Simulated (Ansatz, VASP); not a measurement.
# Two plane-wave programs on Hf2N

```
CELL_PARAMETERS angstrom
5.59033 0.00000 0.00000
0.00000 5.59033 0.00000
0.00000 0.00000 2.89605
ATOMIC_POSITIONS crystal
Hf 0.29546 0.29546 0.00000
Hf 0.70454 0.70454 0.00000
Hf 0.79546 0.20454 0.50000
Hf 0.20454 0.79546 0.50000
N 0.00000 0.00000 0.00000
N 0.50000 0.50000 0.50000
```

Alike in both runs: task single point; functional PBEsol; k mesh 10 × 10 × 16; occupations gaussian, width 0.15 eV; no spin polarisation.

```csv
,VASP,Ansatz
version,VASP 6.6.1,Ansatz 0.2.0
potentials or method,"VASP PAW PBE potentials, release 64 (Hf_pv, N), cutoff 520 eV","scalar-relativistic, plane waves, PAW"
valence electrons in the cell,50,114
```

|  | VASP | Ansatz | Ansatz less VASP |
| --- | --- | --- | --- |
| gap on the k mesh at the Fermi level (eV) | none | none | - |
| pressure (GPa) | 3.4 | 4.4 | +1.01 |
| traceless stress, the component that is largest in VASP (GPa) | 35.19 | 35.35 | +0.160 |
| rms of the force components (eV/Å) | 0.060 | 0.051 | -0.0094 |

VASP's potentials were made for PBE, not for PBEsol. Atom by atom the forces differ by 0.009 eV/Å (rms over components). A gap of «none» marks a metal or a gap that the smearing closes. VASP's potentials hold 50 valence electrons a cell and Ansatz's 114, so a difference there can come from the potentials and not from the codes.

Neither program's run includes spin-orbit coupling.
